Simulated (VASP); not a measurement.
# Zn4SnN (Cmmm) in VASP: a series of runs

The runs below take Zn4SnN through single point, with PBE.

Everything below comes from runs of VASP 6.6.1. Logs are shortened: lines on timing, memory, paths and dates and some standing lists are left out, and cuts for length are marked.

### 1 The cell of the first run

It takes space group Cmmm (No. 65, orthorhombic). Conventional cell: a = 5.473 Å, b = 12.184 Å, c = 3.076 Å, α = 90.00°, β = 90.00°, γ = 90.00°. Within 2.8 Å of Zn (site symmetry m2m) lie 2 N at 2.06 Å and 5 Zn at 2.66 to 2.73 Å. Within 3.5 Å of Zn (site symmetry 2/m) lie 8 Zn at 2.66 to 3.08 Å and 2 N at 3.34 Å. Within 4.0 Å of Sn (site symmetry mmm) lie 12 Zn at 3.06 to 3.68 Å and 2 Sn at 3.08 Å and 4 N at 3.14 Å. Within 2.7 Å of N (site symmetry mmm) lie 4 Zn at 2.06 Å.

The cell was generated, and may not be a known phase.

### 2 Single point, PBE

Input file INCAR:

```
PREC = Accurate
ENCUT = 520
EDIFF = 1E-7
ISMEAR = 0
SIGMA = 0.1
LREAL = False
LASPH = True
NELM = 80
ALGO = Normal
ISIF = 2
LWAVE = False
LCHARG = False
GGA = PE
NBANDS = 42
```

Input file KPOINTS:

```
regular mesh
0
Gamma
  4 4 6
```

Input file POSCAR:

```
Zn4SnN
1.0
    2.7364157260     -6.0920292099      0.0000000000
    2.7364157260      6.0920292099      0.0000000000
    0.0000000000      0.0000000000      3.0760558987
Zn Sn N
4 1 1
Direct
    0.3879006289      0.6120993711      0.0000000000
    0.6120993711      0.3879006289      0.0000000000
    0.5000000000      0.0000000000      0.5000000000
    0.0000000000      0.5000000000      0.5000000000
    0.0000000000      0.0000000000      0.0000000000
    0.5000000000      0.5000000000      0.5000000000
```

Potentials or basis: VASP PAW PBE potentials, release 64 (Zn, Sn_d, N).

Launch:

```bash
$ cat potpaw_PBE.64/Zn/POTCAR potpaw_PBE.64/Sn_d/POTCAR potpaw_PBE.64/N/POTCAR > POTCAR
$ mpirun -np 1 vasp_std > vasp.out
```

OUTCAR:

```text
PREC = Accurate
   ENCUT = 520
   EDIFF = 1E-7
   ISMEAR = 0
   LREAL = False
   LASPH = True
   NELM = 80
   ISIF = 2
   GGA = PE

 ion  position               nearest neighbor table
   1  0.388  0.612  0.000-   6 2.06   6 2.06   3 2.66   3 2.66   4 2.66   4 2.66   2 2.73   5 3.06
                             5 3.06
   2  0.612  0.388  0.000-   6 2.06   6 2.06   3 2.66   3 2.66   4 2.66   4 2.66   1 2.73   5 3.06
                             5 3.06
   3  0.500  0.000  0.500-   1 2.66   2 2.66   1 2.66   2 2.66   4 2.74   4 2.74
   4  0.000  0.500  0.500-   1 2.66   2 2.66   1 2.66   2 2.66   3 2.74   3 2.74
   5  0.000  0.000  0.000-   2 3.06   1 3.06   2 3.06   1 3.06
   6  0.500  0.500  0.500-   1 2.06   2 2.06   1 2.06   2 2.06

  LATTYP: Found a base centered orthorhombic cell.
 ALAT       =     5.4728314520
 B/A-ratio  =     2.2262805874
 C/A-ratio  =     0.5620593153

  Lattice vectors:

 A1 = (   2.7364157260,  -6.0920292099,   0.0000000000)
 A2 = (   2.7364157260,   6.0920292099,   0.0000000000)
 A3 = (   0.0000000000,   0.0000000000,   3.0760558987)

Analysis of symmetry for initial positions (statically):
=====================================================================
 Subroutine PRICEL returns:
 Original cell was already a primitive cell.

 Routine SETGRP: Setting up the symmetry group for a
 base centered orthorhombic supercell.

 Subroutine GETGRP returns: Found  8 space group operations
 (whereof  8 operations were pure point group operations)
 out of a pool of  8 trial point group operations.

The static configuration has the point symmetry D_2h.

Analysis of symmetry for dynamics (positions and initial velocities):
=====================================================================
 Subroutine PRICEL returns:
 Original cell was already a primitive cell.

 Routine SETGRP: Setting up the symmetry group for a
 base centered orthorhombic supercell.

 Subroutine GETGRP returns: Found  8 space group operations
 (whereof  8 operations were pure point group operations)
 out of a pool of  8 trial point group operations.

The dynamic configuration has the point symmetry D_2h.

 Subroutine INISYM returns: Found  8 space group operations
 (whereof  8 operations are pure point group operations),
 and found     1 'primitive' translations

----------------------------------------------------------------------------------------

                                     Primitive cell

  volume of cell :     102.5577

  direct lattice vectors                    reciprocal lattice vectors
     2.736415726 -6.092029210  0.000000000     0.182720774 -0.082074459  0.000000000
     2.736415726  6.092029210  0.000000000     0.182720774  0.082074459  0.000000000
     0.000000000  0.000000000  3.076055899     0.000000000  0.000000000  0.325091622

  length of vectors
     6.678382358  6.678382358  3.076055899     0.200307509  0.200307509  0.325091622

  position of ions in fractional coordinates (direct lattice)
     0.387900629  0.612099371  0.000000000
     0.612099371  0.387900629  0.000000000
     0.500000000  1.000000000  0.500000000
     1.000000000  0.500000000  0.500000000
     0.000000000  0.000000000  0.000000000
     0.500000000  0.500000000  0.500000000

  ion indices of the primitive-cell ions
   primitive index   ion index
                 1           1
                 2           2
                 3           3
                 4           4
                 5           5
                 6           6

----------------------------------------------------------------------------------------

 KPOINTS: regular mesh

Automatic generation of k-mesh.
 Grid dimensions read from file:
 generate k-points for:    4    4    6

 Generating k-lattice:

  Cartesian coordinates                     Fractional coordinates (reciprocal lattice)
     0.045680194 -0.020518615  0.000000000     0.250000000 -0.000000000  0.000000000
     0.045680194  0.020518615  0.000000000    -0.000000000  0.250000000  0.000000000
     0.000000000  0.000000000  0.054181937     0.000000000  0.000000000  0.166666667

  Length of vectors
     0.050076877  0.050076877  0.054181937

  Shift w.r.t. Gamma in fractional coordinates (k-lattice)
     0.000000000  0.000000000  0.000000000

 Subroutine IBZKPT returns following result:
 ===========================================

 Found     28 irreducible k-points:

 Following reciprocal coordinates:
            Coordinates               Weight
  0.000000  0.000000  0.000000      1.000000
  0.250000 -0.000000  0.000000      4.000000
  0.500000 -0.000000  0.000000      2.000000
  0.250000  0.250000  0.000000      2.000000
  0.500000  0.250000  0.000000      4.000000
 -0.250000  0.250000  0.000000      2.000000
[... 16 lines left out ...]
  0.250000 -0.000000  0.500000      4.000000
  0.500000 -0.000000  0.500000      2.000000
 [... further k-points ...]
   k-points           NKPTS =     28   k-points in BZ     NKDIM =     28   number of bands    NBANDS=     42
   number of dos      NEDOS =    301   number of ions     NIONS =      6
   total plane-waves  NPLWV =  60000
   dimension x,y,z NGX =    50 NGY =   50 NGZ =   24
   dimension x,y,z NGXF=   100 NGYF=  100 NGZF=   48
   ions per type =               4   1   1
   NGX,Y,Z   is equivalent  to a cutoff of  12.45, 12.45, 12.97 a.u.
   NGXF,Y,Z  is equivalent  to a cutoff of  24.89, 24.89, 25.94 a.u.
 SYSTEM =  unknown system
   PREC   = accura    normal or accurate (medium, high low for compatibility)
   ISTART =      0    job   : 0-new  1-cont  2-samecut
   ICHARG =      2    charge: 1-file 2-atom 10-const
   ISPIN  =      1    spin polarized calculation?
   LNONCOLLINEAR =      F non collinear calculations
   LSORBIT =      F    spin-orbit coupling
   LASPH  =      T    aspherical Exc in radial PAW
   ENCUT  =  520.0 eV  38.22 Ry    6.18 a.u.  12.42 12.42  5.72*2*pi/ulx,y,z
   NELM   =     80;   NELMIN=  2; NELMDL= -5     # of ELM steps
   EDIFF  = 0.1E-06   stopping-criterion for ELM
   LREAL  =      F    real-space projection
   EDIFFG = 0.1E-05   stopping-criterion for IOM
   NSW    =      0    number of steps for IOM
   IBRION =     -1    ionic relax: 0-MD 1-quasi-New 2-CG
   NFREE  =      0    steps in history (QN), initial steepest desc. (CG)
   ISIF   =      2    stress and relaxation
   ISYM   =      2    0-nonsym 1-usesym 2-fastsym
   POTIM  = 0.5000    time-step for ionic-motion
   TEBEG  =    0.0;   TEEND  =   0.0 temperature during run
   PSTRESS=    0.0 pullay stress
   NELECT =      67.0000    total number of electrons
   NUPDOWN=      -1.0000    fix difference up-down
   EMIN   =  10.00;   EMAX   =-10.00  energy-range for DOS
   EFERMI =   0.00;   METHOD = LEGACY
   ISMEAR =     0;   SIGMA  =   0.10  broadening in eV -4-tet -1-fermi 0-gaus
   EFERMI_NEDOS =   21; number of points for ismear=-14 and -15
   IALGO  =     38    algorithm
   IMIX   =      4    mixing-type and parameters
     AMIX     =   0.40;   BMIX     =  1.00
     AMIX_MAG =   1.60;   BMIX_MAG =  1.00
  volume/ion in A,a.u.               =      17.09       115.35
  Fermi-wavevector in a.u.,A,eV,Ry     =   1.420508  2.684371 27.454419  2.017843
  Thomas-Fermi vector in A             =   2.541416
   LORBIT       =      0    0 simple, 1 ext, 2 COOP (PROOUT), +10 PAW based schemes
   GGA     = PE    functional components
   LHFCALC =     F    Hartree Fock is set to
   AEXX    =    0.0000 exact exchange contribution
   IVDW    =     0    specifies the selected vdW correction
   LEPSILON=     F    determine dielectric tensor
   LRPA    =     F    only Hartree local field effects (RPA)
 non-spin polarized calculation
 Gauss-broadening in eV      SIGMA  =   0.10
  energy-cutoff  :      520.00
  volume of cell :      102.56
 maximum number of plane-waves:      2780
 NGX is ok and might be reduce to    50
   NGX = 25   NGY = 25   NGZ = 11

 number of electron      66.9999978 magnetization

 Free energy of the ion-electron system (eV)
  ---------------------------------------------------
  ext. energy  EPLUGINS =         0.00000000
  ---------------------------------------------------
  free energy    TOTEN  =       -14.23170875 eV

  energy without entropy =      -14.21356771  energy(sigma->0) =      -14.22263823

 E-fermi :   3.9116     XC(G=0): -10.8130

 val. band max:        3.8901603154   @ k =   0.0000   0.0000   0.5000
 cond. band min:       3.9329809081   @ k =   0.5000   0.5000   0.3333
 fundamental gap:      0.0428205927
 Fermi energy:         3.9116105907

 k-point     1 :       0.0000    0.0000    0.0000
  band No.  band energies     occupation
      1     -17.8573      2.00000
      2     -17.7261      2.00000
      3     -17.7124      2.00000
      4     -17.6317      2.00000
      5     -17.5956      2.00000
      6     -10.7900      2.00000
[... 34 lines left out ...]
     41      11.0745      0.00000
     42      12.7338      0.00000

 k-point     2 :       0.2500   -0.0000    0.0000
  band No.  band energies     occupation
      1     -17.8568      2.00000
      2     -17.7266      2.00000
      3     -17.7112      2.00000
      4     -17.6318      2.00000
      5     -17.5956      2.00000
      6     -10.7582      2.00000
[... 34 lines left out ...]
     41      11.9479      0.00000
     42      12.4826      0.00000

 k-point     3 :       0.5000   -0.0000    0.0000
  band No.  band energies     occupation
      1     -17.8562      2.00000
      2     -17.7271      2.00000
      3     -17.7101      2.00000
      4     -17.6319      2.00000
      5     -17.5956      2.00000
      6     -10.7255      2.00000
[... 897 lines left out ...]
      4     -17.7074      2.00000
      5     -17.5237      2.00000
      6      -9.8706      2.00000
[... 34 lines left out ...]
     41       8.7289      0.00000
     42       9.8039      0.00000

 k-point    24 :       0.5000   -0.0000    0.5000
  band No.  band energies     occupation
      1     -17.7455      2.00000
      2     -17.7142      2.00000
      3     -17.7099      2.00000
      4     -17.7074      2.00000
      5     -17.5235      2.00000
      6      -9.8553      2.00000
[... 34 lines left out ...]
     41      10.4775      0.00000
     42      10.6889      0.00000

 [... further k-points ...]

------------------------ aborting loop because EDIFF is reached ----------------------------------------

  FORCE on cell =-STRESS in cart. coord.  units (eV):
  Direction    XX          YY          ZZ          XY          YZ          ZX
  --------------------------------------------------------------------------------------
  -------------------------------------------------------------------------------------
  Total        0.2105551      0.2518282      0.3673444      0.0000000      0.0000000      0.0000000
  in kB        3.2893345      3.9341114      5.7387297      0.0000000      0.0000000      0.0000000
  external PRESSURE =       4.3207252 kB  Pullay stress =       0.0000000 kB

 VOLUME and BASIS-vectors are now :
 -----------------------------------------------------------------------------
  energy-cutoff  :      520.00
  volume of cell :      102.56
      direct lattice vectors                 reciprocal lattice vectors
     2.736415726 -6.092029210  0.000000000     0.182720774 -0.082074459  0.000000000
     2.736415726  6.092029210  0.000000000     0.182720774  0.082074459  0.000000000
     0.000000000  0.000000000  3.076055899     0.000000000  0.000000000  0.325091622

 POSITION                                       TOTAL-FORCE (eV/Angst)
 -----------------------------------------------------------------------------------
      2.73642      1.36583      0.00000         0.000000      0.042679      0.000000
      2.73642     -1.36583      0.00000         0.000000     -0.042679     -0.000000
      1.36821     -3.04601      1.53803         0.000000      0.000000      0.000000
      1.36821      3.04601      1.53803         0.000000      0.000000      0.000000
      0.00000      0.00000      0.00000         0.000000      0.000000      0.000000
      2.73642      0.00000      1.53803        -0.000000      0.000000      0.000000
 -----------------------------------------------------------------------------------
    total drift:                                0.000000      0.000000      0.000000

  FREE ENERGIE OF THE ION-ELECTRON SYSTEM (eV)
  ---------------------------------------------------
  free  energy   TOTEN  =       -14.2317087460 eV

  energy  without entropy=      -14.2135677113  energy(sigma->0) =      -14.22263823
```

It took 99 s on 1 thread of Intel Xeon 6975P-C (Granite Rapids), shared host; peak memory 0.29 GiB.

What came out:

```yaml
Free_energy: -14.2317 eV
Pressure: 0.4 GPa
Largest_force: 0.043 eV/Å
Band_gap_on_the_k_mesh: zero (an odd number of electrons rules out a gap without spin polarisation)
```

Forces in eV/Å, atoms in the order of the input:
```
Zn   0.000  0.043  0.000
Zn   0.000 -0.043  0.000
Zn   0.000  0.000  0.000
Zn   0.000  0.000  0.000
Sn   0.000  0.000  0.000
N    0.000  0.000  0.000
```

Stress tensor (GPa, compression positive):
```
0.33 0.00 0.00
0.00 0.39 0.00
0.00 0.00 0.57
```

Levels at points of the mesh, in eV from the Fermi level:
```
           k point  band 30  band 31  band 32  band 33  band 34  band 35  band 36  band 37  band 38  band 39
(0.00, 0.00, 0.00)    -4.35    -2.38    -2.31    -0.96    -0.41     1.86     2.68     4.92     5.05     6.60
(0.50, 0.00, 0.00)    -2.84    -2.81    -1.42    -0.89     0.03     1.32     3.11     4.39     4.97     6.37
(0.50, 0.50, 0.00)    -3.57    -2.71    -0.89    -0.77     0.33     0.47     0.58     3.03     4.92     5.71
(0.00, 0.00, 0.50)    -3.35    -2.40    -1.57    -1.47    -0.58    -0.02     1.01     1.40     1.97     2.46
(0.50, 0.00, 0.50)    -3.44    -2.05    -1.92    -1.85    -0.58     0.42     1.16     2.32     3.28     3.33
(0.50, 0.50, 0.50)    -3.23    -2.63    -1.58    -0.91    -0.85     0.63     2.21     2.23     2.80     3.30
```

Caveat: spin-orbit coupling is left out, which moves the levels of the heavy elements.

### 3 Single point, PBE

This run uses another cell than the first one, of 15.87 Å³/atom.

Input file INCAR:

```
SYSTEM = Zn4SnN
  PREC = Accurate
  ENCUT = 520
  EDIFF = 1E-6
  ISMEAR = 0
  SIGMA = 0.1
  LREAL = .FALSE.
  LASPH = .TRUE.
  NELM = 60
  ALGO = Normal
  ISIF = 2
  LWAVE = .FALSE.
  LCHARG = .FALSE.
  GGA = PE
  NBANDS = 42
```

Input file KPOINTS:

```
regular mesh
0
G
  4 4 4
  0 0 0
```

Input file POSCAR:

```
Zn4SnN
1.0
    2.7096466100     -4.2793125400      0.0000000000
    2.7096466100      4.2793125400      0.0000000000
    0.0000000000      0.0000000000      4.1052324200
Zn Sn N
4 1 1
Direct
    0.3424525300      0.6575474700      0.0000000000
    0.6575474700      0.3424525300      0.0000000000
    0.5000000000      0.0000000000      0.5000000000
    0.0000000000      0.5000000000      0.5000000000
    0.0000000000      0.0000000000      0.0000000000
    0.5000000000      0.5000000000      0.5000000000
```

Potentials or basis: VASP PAW PBE potentials, release 64 (Zn, Sn_d, N).

Launch:

```bash
$ cat potpaw_PBE.64/Zn/POTCAR potpaw_PBE.64/Sn_d/POTCAR potpaw_PBE.64/N/POTCAR > POTCAR
$ mpirun -np 1 vasp_std > vasp.out
```

Run time: 47 s. Hardware: 1 thread of Intel Xeon 6975P-C (Granite Rapids), shared host; peak memory 0.25 GiB.

The run converged. Its results:

```
Free energy            : -13.4025 eV
Pressure               : 0.7 GPa
Largest force          : 0.581 eV/Å
Band gap on the k mesh : zero (an odd number of electrons rules out a gap without spin polarisation)
```

Forces in eV/Å, atoms in the order of the input:
```
Zn   0.000 -0.581  0.000
Zn   0.000  0.581  0.000
Zn   0.000  0.000  0.000
Zn   0.000  0.000  0.000
Sn   0.000  0.000  0.000
N    0.000  0.000  0.000
```

Stress tensor (GPa, compression positive):
```
 3.20  0.00  0.00
 0.00  0.28  0.00
 0.00  0.00 -1.41
```

Levels at points of the mesh, in eV from the Fermi level:
```tsv
k point	band 32	band 33	band 34	band 35	band 36	band 37
(0.00, 0.00, 0.00)	-2.63	-2.39	-0.26	0.77	0.98	2.23
(0.50, 0.00, 0.00)	-1.81	-0.16	0.37	2.18	2.48	2.68
(0.50, 0.50, 0.00)	-1.20	0.01	0.14	2.04	2.60	2.67
(0.00, 0.00, 0.50)	-1.25	-0.84	-0.74	-0.68	0.38	0.43
(0.50, 0.00, 0.50)	-3.30	-2.27	-0.08	1.03	2.16	3.29
(0.50, 0.50, 0.50)	-3.03	-2.73	0.31	0.79	1.86	2.29
```

Caveat: the k points lie up to 0.38 Å⁻¹ apart, too coarse for converged energies and pressures of a metal; spin-orbit coupling is left out, which moves the levels of the heavy elements.

The gap in the log of VASP goes by the Fermi energy; the results here count the filled bands.